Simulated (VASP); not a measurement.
Crystal: NdAgO4.

```
Nd Ag O
1.0
     3.70339    0.00000    0.00000
     0.00000    3.70339    0.00000
     0.00000    0.00000    5.31519
Nd Ag O
1 1 4
Direct
  0.00000 0.00000 0.00000
  0.50000 0.50000 0.50000
  0.50000 0.00000 0.73387
  0.00000 0.50000 0.26613
  0.50000 0.00000 0.26613
  0.00000 0.50000 0.73387
```

The cell was generated, and may not be a known phase.

```yaml
Program: VASP 6.6.1
Task: relaxation of cell and atoms
Functional: PBE
Potentials_or_basis: VASP PAW PBE potentials, release 64 (Nd, Ag, O)
Cutoff: 600 eV
k_mesh: 6 × 6 × 4
Occupations: gaussian, width 0.1 eV
Spin: no spin polarisation
```

At the start: pressure 2.4 GPa; volume 12.15 Å³/atom.

Problem. How do energy, volume and symmetry change on relaxing?

Solution. Over 8 steps the energy falls by 83.4 meV/atom and the volume is 12.52 Å³/atom (+3.0 %); space group P4/mmm (No. 123, to 0.1 Å) before and after.

Step by step:
```tsv
step	energy change (eV)	largest force (eV/Å)	pressure (GPa)	volume (Å³)
1	0.0000	1.6040	2.38	72.90
2	-0.3976	0.7338	-1.00	74.80
3	-0.4653	0.1608	-2.22	76.07
4	-0.4655	0.1890	-2.18	76.01
5	-0.4855	0.0661	2.04	74.08
6	-0.4877	0.0053	1.05	74.52
7	-0.4988	0.0118	0.27	74.91
8	-0.5003	0.0209	0.08	75.09
```

Final structure:
```cif
data_structure
_symmetry_space_group_name_H-M 'P 1'
_symmetry_Int_Tables_number 1
_cell_length_a 3.7527
_cell_length_b 3.7527
_cell_length_c 5.3323
_cell_angle_alpha 90.000
_cell_angle_beta 90.000
_cell_angle_gamma 90.000
_cell_volume 75.09
loop_
_atom_site_label
_atom_site_type_symbol
_atom_site_fract_x
_atom_site_fract_y
_atom_site_fract_z
_atom_site_occupancy
Nd1 Nd 0.00000 0.00000 0.00000 1
Ag1 Ag 0.50000 0.50000 0.50000 1
O1 O 0.50000 0.00000 0.76166 1
O2 O 0.00000 0.50000 0.23834 1
O3 O 0.50000 0.00000 0.23834 1
O4 O 0.00000 0.50000 0.76166 1
```

Caveat: an odd number of electrons without spin polarisation forces a metal; a magnetic or distorted state may lie lower; the run has no spin polarisation, though such a crystal can be magnetic; semilocal functionals describe open f shells poorly, which spoils levels, moments and volumes.
